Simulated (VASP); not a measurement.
# W (Im-3m) in VASP: settings compared, part 2 of 2

VASP 6.6.1. Earlier steps stand in the parts before.

## (5) Single point, BLYP+D4

INCAR

```
SYSTEM = W
PREC     = Accurate       ! precision mode
ENCUT    = 520            ! plane-wave cutoff, eV
EDIFF    = 1E-7           ! SCF threshold, eV
ISMEAR   = -1             ! smearing method
SIGMA    = 0.05           ! smearing width, eV
LREAL    = .FALSE.        ! projectors in reciprocal space
LASPH    = .TRUE.         ! aspherical terms in the spheres
NELM     = 80             ! most SCF steps
ALGO     = Normal         ! electronic algorithm
ISIF     = 2              ! what is computed and relaxed
LWAVE    = .FALSE.        ! write WAVECAR
LCHARG   = .FALSE.        ! write CHGCAR
GGA      = B5             ! functional
ALDAX    = 1.0          
AGGAX    = 1.0          
AGGAC    = 1.0          
ALDAC    = 0.0          
IVDW     = 13             ! dispersion correction
VDW_S6   = 1.0          
VDW_S8   = 2.34076671   
VDW_A1   = 0.44488865   
VDW_A2   = 4.0933009    
NBANDS   = 13             ! bands
```

KPOINTS

```
regular mesh
0
G
  12 12 12
  0 0 0
```

POSCAR

```
W
1.0
   -1.5717249149      1.5717249149      1.5717249149
    1.5717249149     -1.5717249149      1.5717249149
    1.5717249149      1.5717249149     -1.5717249149
W
1
Direct
    0.0000000000      0.0000000000      0.0000000000
```

Potentials or basis: VASP PAW PBE potentials, release 64 (W_sv).

On the command line:

```
cat potpaw_PBE.64/W_sv/POTCAR > POTCAR
mpirun -np 1 vasp_std > vasp.out
```

OUTCAR:

```text
SYSTEM = W
   PREC = Accurate
   ENCUT = 520
   EDIFF = 1E-7
   ISMEAR = -1
   LREAL = .FALSE.
   LASPH = .TRUE.
   NELM = 80
   ISIF = 2
   GGA = B5
   IVDW = 13

 ion  position               nearest neighbor table
   1  0.000  0.000  0.000-

  LATTYP: Found a body centered cubic cell.
 ALAT       =     3.1434498298

  Lattice vectors:

 A1 = (  -1.5717249149,   1.5717249149,   1.5717249149)
 A2 = (   1.5717249149,  -1.5717249149,   1.5717249149)
 A3 = (   1.5717249149,   1.5717249149,  -1.5717249149)

Analysis of symmetry for initial positions (statically):
=====================================================================
 Subroutine PRICEL returns:
 Original cell was already a primitive cell.

 Routine SETGRP: Setting up the symmetry group for a
 body centered cubic supercell.

 Subroutine GETGRP returns: Found 48 space group operations
 (whereof 48 operations were pure point group operations)
 out of a pool of 48 trial point group operations.

The static configuration has the point symmetry O_h .

Analysis of symmetry for dynamics (positions and initial velocities):
=====================================================================
 Subroutine PRICEL returns:
 Original cell was already a primitive cell.

 Routine SETGRP: Setting up the symmetry group for a
 body centered cubic supercell.

 Subroutine GETGRP returns: Found 48 space group operations
 (whereof 48 operations were pure point group operations)
 out of a pool of 48 trial point group operations.

The dynamic configuration has the point symmetry O_h .

 Subroutine INISYM returns: Found 48 space group operations
 (whereof 48 operations are pure point group operations),
 and found     1 'primitive' translations

----------------------------------------------------------------------------------------

                                     Primitive cell

  volume of cell :      15.5306

  direct lattice vectors                    reciprocal lattice vectors
    -1.571724915  1.571724915  1.571724915     0.000000000  0.318121826  0.318121826
     1.571724915 -1.571724915  1.571724915     0.318121826  0.000000000  0.318121826
     1.571724915  1.571724915 -1.571724915     0.318121826  0.318121826  0.000000000

  length of vectors
     2.722307408  2.722307408  2.722307408     0.449892201  0.449892201  0.449892201

  position of ions in fractional coordinates (direct lattice)
     0.000000000  0.000000000  0.000000000

  ion indices of the primitive-cell ions
   primitive index   ion index
                 1           1

----------------------------------------------------------------------------------------

 KPOINTS: regular mesh

Automatic generation of k-mesh.
 Grid dimensions read from file:
 generate k-points for:   12   12   12

 Generating k-lattice:

  Cartesian coordinates                     Fractional coordinates (reciprocal lattice)
     0.000000000  0.026510152  0.026510152     0.083333333  0.000000000  0.000000000
     0.026510152  0.000000000  0.026510152     0.000000000  0.083333333  0.000000000
     0.026510152  0.026510152  0.000000000     0.000000000  0.000000000  0.083333333

  Length of vectors
     0.037491017  0.037491017  0.037491017

  Shift w.r.t. Gamma in fractional coordinates (k-lattice)
     0.000000000  0.000000000  0.000000000

 Subroutine IBZKPT returns following result:
 ===========================================

 Found     72 irreducible k-points:

 Following reciprocal coordinates:
            Coordinates               Weight
  0.000000  0.000000  0.000000      1.000000
  0.083333  0.000000  0.000000     12.000000
  0.166667  0.000000  0.000000     12.000000
  0.250000  0.000000  0.000000     12.000000
  0.333333  0.000000  0.000000     12.000000
  0.416667  0.000000  0.000000     12.000000
[... 16 lines left out ...]
  0.333333  0.083333  0.083333     24.000000
  0.416667  0.083333  0.083333     12.000000
 [... further k-points ...]
   k-points           NKPTS =     72   k-points in BZ     NKDIM =     72   number of bands    NBANDS=     13
   number of dos      NEDOS =    301   number of ions     NIONS =      1
   total plane-waves  NPLWV =   8000
   dimension x,y,z NGX =    20 NGY =   20 NGZ =   20
   dimension x,y,z NGXF=    40 NGYF=   40 NGZF=   40
   ions per type =               1
   NGX,Y,Z   is equivalent  to a cutoff of  12.21, 12.21, 12.21 a.u.
   NGXF,Y,Z  is equivalent  to a cutoff of  24.43, 24.43, 24.43 a.u.
 SYSTEM =  W
   PREC   = accura    normal or accurate (medium, high low for compatibility)
   ISTART =      0    job   : 0-new  1-cont  2-samecut
   ICHARG =      2    charge: 1-file 2-atom 10-const
   ISPIN  =      1    spin polarized calculation?
   LNONCOLLINEAR =      F non collinear calculations
   LSORBIT =      F    spin-orbit coupling
   LASPH  =      T    aspherical Exc in radial PAW
   ENCUT  =  520.0 eV  38.22 Ry    6.18 a.u.   5.06  5.06  5.06*2*pi/ulx,y,z
   NELM   =     80;   NELMIN=  2; NELMDL= -5     # of ELM steps
   EDIFF  = 0.1E-06   stopping-criterion for ELM
   LREAL  =      F    real-space projection
   EDIFFG = 0.1E-05   stopping-criterion for IOM
   NSW    =      0    number of steps for IOM
   IBRION =     -1    ionic relax: 0-MD 1-quasi-New 2-CG
   NFREE  =      0    steps in history (QN), initial steepest desc. (CG)
   ISIF   =      2    stress and relaxation
   ISYM   =      2    0-nonsym 1-usesym 2-fastsym
   POTIM  = 0.5000    time-step for ionic-motion
   TEBEG  =    0.0;   TEEND  =   0.0 temperature during run
   PSTRESS=    0.0 pullay stress
   NELECT =      14.0000    total number of electrons
   NUPDOWN=      -1.0000    fix difference up-down
   EMIN   =  10.00;   EMAX   =-10.00  energy-range for DOS
   EFERMI =   0.00;   METHOD = LEGACY
   ISMEAR =    -1;   SIGMA  =   0.05  broadening in eV -4-tet -1-fermi 0-gaus
   EFERMI_NEDOS =   21; number of points for ismear=-14 and -15
   IALGO  =     38    algorithm
   IMIX   =      4    mixing-type and parameters
     AMIX     =   0.40;   BMIX     =  1.00
     AMIX_MAG =   1.60;   BMIX_MAG =  1.00
  volume/ion in A,a.u.               =      15.53       104.81
  Fermi-wavevector in a.u.,A,eV,Ry     =   1.581446  2.988499 34.027773  2.500971
  Thomas-Fermi vector in A             =   2.681520
   LORBIT       =      0    0 simple, 1 ext, 2 COOP (PROOUT), +10 PAW based schemes
   GGA     = B5    functional components
   LHFCALC =     F    Hartree Fock is set to
   AEXX    =    0.0000 exact exchange contribution
   IVDW    =    13    specifies the selected vdW correction
   LEPSILON=     F    determine dielectric tensor
   LRPA    =     F    only Hartree local field effects (RPA)
 non-spin polarized calculation
  energy-cutoff  :      520.00
  volume of cell :       15.53
 maximum number of plane-waves:       430
   NGX = 11   NGY = 11   NGZ = 11

 number of electron      14.0000005 magnetization

 Free energy of the ion-electron system (eV)
  ---------------------------------------------------
  ext. energy  EPLUGINS =         0.00000000
  ---------------------------------------------------
  free energy    TOTEN  =       -11.19473730 eV

  energy without entropy =      -11.19062479  energy(sigma->0) =      -11.19268105

 E-fermi :  12.3279     XC(G=0): -13.1010

 val. band max:       12.3002783684   @ k =   0.4167   0.0833   0.0833
 cond. band min:      12.3840792509   @ k =   0.4167   0.0000   0.0000
 fundamental gap:      0.0838008825
 Fermi energy:        12.3279211487

 k-point     1 :       0.0000    0.0000    0.0000
  band No.  band energies     occupation
      1     -61.4086      2.00000
      2     -25.2045      2.00000
      3     -25.2045      2.00000
      4     -25.2045      2.00000
      5       2.7778      2.00000
      6      10.9724      2.00000
      7      10.9724      2.00000
      8      10.9724      2.00000
      9      14.5754      0.00000
     10      14.5754      0.00000
     11      27.0573      0.00000
     12      27.0573      0.00000
     13      27.0573      0.00000
[... 353 lines left out ...]
 k-point    24 :       0.4167    0.0833    0.0833
  band No.  band energies     occupation
      1     -61.2532      2.00000
      2     -26.5165      2.00000
      3     -25.7259      2.00000
      4     -25.3076      2.00000
      5       6.6572      2.00000
      6       8.5855      2.00000
      7      12.3003      1.26960
      8      14.7095      0.00000
      9      15.4836      0.00000
     10      19.9374      0.00000
     11      22.5467      0.00000
     12      24.8354      0.00000
     13      28.8201      0.00000

 [... further k-points ...]

------------------------ aborting loop because EDIFF is reached ----------------------------------------

  DFT-D4 for vdW energy calculation

  Edisp (eV):   -1.38485

  FORCE on cell =-STRESS in cart. coord.  units (eV):
  Direction    XX          YY          ZZ          XY          YZ          ZX
  --------------------------------------------------------------------------------------
  -------------------------------------------------------------------------------------
  Total       1.01732     1.01732     1.01732     0.00000     0.00000     0.00000
  in kB     104.94919   104.94919   104.94919     0.00000     0.00000     0.00000
  external pressure =      104.95 kB  Pullay stress =        0.00 kB

 VOLUME and BASIS-vectors are now :
 -----------------------------------------------------------------------------
  energy-cutoff  :      520.00
  volume of cell :       15.53
      direct lattice vectors                 reciprocal lattice vectors
    -1.571724915  1.571724915  1.571724915     0.000000000  0.318121826  0.318121826
     1.571724915 -1.571724915  1.571724915     0.318121826  0.000000000  0.318121826
     1.571724915  1.571724915 -1.571724915     0.318121826  0.318121826  0.000000000

 POSITION                                       TOTAL-FORCE (eV/Angst)
 -----------------------------------------------------------------------------------
      0.00000      0.00000      0.00000         0.000000      0.000000      0.000000
 -----------------------------------------------------------------------------------
    total drift:                                0.000000      0.000000      0.000000

  FREE ENERGIE OF THE ION-ELECTRON SYSTEM (eV)
  ---------------------------------------------------
  free  energy   TOTEN  =       -12.5795829954 eV

  energy  without entropy=      -12.5754704861  energy(sigma->0) =      -12.57752674
```

Run time: 23 s. Hardware: 1 thread of Intel Xeon Platinum 8259CL at 2.50GHz (Skylake/Cascade Lake), shared host; peak memory 0.13 GiB.

Results:

```yaml
Free_energy: -12.5796 eV
Pressure: 10.5 GPa
Band_gap_on_the_k_mesh: zero (band 7 reaches 17.53 eV, above the bottom of band 8 at 10.97 eV)
Dispersion_energy_per_atom: -1.385 eV
```

Caveat: the PAW data sets were made with another functional, which shifts forces and pressure a little; spin-orbit coupling is left out, which moves the levels of the heavy elements; pairwise dispersion overbinds metals, which lowers pressure and volume.

## (6) Single point, r2SCAN+rVV10

This run uses another cell than the first one, of 16.16 Å³/atom, 1.041 times its volume.

POSCAR

```
W
1.0
   -1.5928244114      1.5928244114      1.5928244114
    1.5928244114     -1.5928244114      1.5928244114
    1.5928244114      1.5928244114     -1.5928244114
W
1
Direct
    0.0000000000      0.0000000000      0.0000000000
```

INCAR.step1

```
SYSTEM = W
PREC = Accurate
ENCUT = 520
ISMEAR = -1
SIGMA = 0.05
LREAL = .FALSE.
LASPH = .TRUE.
NELM = 80
NBANDS = 13
GGA = PE
ALGO = Normal
EDIFF = 1E-4
LWAVE = .TRUE.
LCHARG = .FALSE.
```

INCAR.step2

```
SYSTEM = W
PREC = Accurate
ENCUT = 520
EDIFF = 1E-7
ISMEAR = -1
SIGMA = 0.05
LREAL = .FALSE.
LASPH = .TRUE.
NELM = 80
ALGO = Normal
ISIF = 2
LWAVE = .FALSE.
LCHARG = .FALSE.
METAGGA = R2SCAN
LMIXTAU = .TRUE.
LUSE_VDW = .TRUE.
IVDW_NL = 2
BPARAM = 11.95
CPARAM = 0.0093
NBANDS = 13
ISTART = 1
```

KPOINTS is that of step 5.

Potentials or basis: VASP PAW PBE potentials, release 64 (W_sv).

On the command line:

```
cat potpaw_PBE.64/W_sv/POTCAR > POTCAR
cp INCAR.step1 INCAR
mpirun -np 1 vasp_std > vasp.out
cp INCAR.step2 INCAR
mpirun -np 1 vasp_std > vasp.out
```

Run time: 67 s. Hardware: 1 thread of Intel Xeon Platinum 8259CL at 2.50GHz (Skylake/Cascade Lake), shared host; peak memory 0.21 GiB.

Results (log left out):

- Free energy: -51.1403 eV
- Pressure: -5.1 GPa
- Band gap on the k mesh: zero (band 7 reaches 16.20 eV, above the bottom of band 8 at 9.75 eV)

Levels at points of the mesh, in eV from the Fermi level:
```tsv
k point	band 3	band 4	band 5	band 6	band 7	band 8	band 9	band 10	band 11	band 12
(0.00, 0.00, 0.00)	-38.89	-38.89	-9.90	-1.12	-1.12	-1.12	2.65	2.65	15.34	15.34
(0.50, 0.00, 0.00)	-39.31	-38.90	-6.31	-3.52	0.58	2.48	3.51	6.30	11.47	12.15
(0.50, 0.50, 0.50)	-39.79	-39.79	-5.73	-5.73	5.33	5.33	5.33	8.50	8.50	8.50
```

Caveat: the PAW data sets were made with another functional, which shifts forces and pressure a little; spin-orbit coupling is left out, which moves the levels of the heavy elements.

## (7) Overview

| level | cell | gap on the mesh (eV) | pressure (GPa) |
| --- | --- | --- | --- |
| revPBE+D3(BJ) | a = 2.722 Å, angles 109.5°, 1 atom | none | 2.6 |
| revPBE+D3(BJ) | a = 2.741 Å, angles 109.5°, 1 atom | none | -3.8 |
| revPBE+D3(BJ) | a = 2.759 Å, angles 109.5°, 1 atom | none | -9.7 |
| BLYP+D4 | a = 2.722 Å, angles 109.5°, 1 atom | none | 10.5 |
| r2SCAN+rVV10 | a = 2.759 Å, angles 109.5°, 1 atom | none | -5.1 |

Alike in all rows: task single point; potentials or basis VASP PAW PBE potentials, release 64 (W_sv); no spin polarisation; k mesh 12 × 12 × 12; cutoff (eV) 520; smearing fermi-dirac 0.05 eV.

Caveats: the PAW data sets were made with another functional, which shifts forces and pressure a little; spin-orbit coupling is left out, which moves the levels of the heavy elements; pairwise dispersion overbinds metals, which lowers pressure and volume (some runs).

Total energies depend on the potentials used, so only differences within one code and one set of settings carry meaning.
